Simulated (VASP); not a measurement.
Set up this calculation in VASP 6.6.1, as the native input.

- Task: single point
- Functional: PBEsol
- Potentials or basis: VASP PAW PBE potentials, release 64 (Ir)
- Cutoff: 520 eV
- k mesh: 15 × 15 × 8
- Occupations: fermi-dirac, width 0.1 eV
- Spin: no spin polarisation
- Dipole correction: no
- Further INCAR settings: ALGO = Normal; EDIFF = 1e-06; NBANDS = 16

The structure of Ir lies in POSCAR:

```
Ir
1.0
    2.6057097263      0.0000000000      0.0000000000
   -1.3028548632      2.2566108179      0.0000000000
    0.0000000000      0.0000000000      4.2289255538
Ir
2
Direct
    0.3333333333      0.6666666667      0.2500000000
    0.6666666667      0.3333333333      0.7500000000
```

This cell differs from its parent crystal: volume scaled by 0.88.

The input as run:

INCAR

```
SYSTEM = Ir
  PREC = Accurate
  ENCUT = 520
  EDIFF = 1E-6
  ISMEAR = -1
  SIGMA = 0.1
  LREAL = .False.
  LASPH = .True.
  NELM = 60
  ALGO = Normal
  ISIF = 2
  LWAVE = .False.
  LCHARG = .False.
  GGA = PS
  NBANDS = 16
```

KPOINTS

```
regular mesh
0
Gamma
  15 15 8
  0 0 0
```

Potentials or basis: VASP PAW PBE potentials, release 64 (Ir).

Launch:

```console
$ cat potpaw_PBE.64/Ir/POTCAR > POTCAR
$ mpirun -np 1 vasp_std > vasp.out
```

Results of the run:

```json
{"Pressure": "69.3 GPa", "Band gap on the k mesh": "zero (band 9 reaches 14.06 eV, above the bottom of band 10 at 9.96 eV)"}
```

Caveat: the PAW data sets were made with another functional, which shifts forces and pressure a little; spin-orbit coupling is left out, which moves the levels of the heavy elements.

It took 19 s on 1 thread of AMD EPYC 9R45 96-Core Processor (Zen 5) (shared host), peak memory 0.14 GiB.
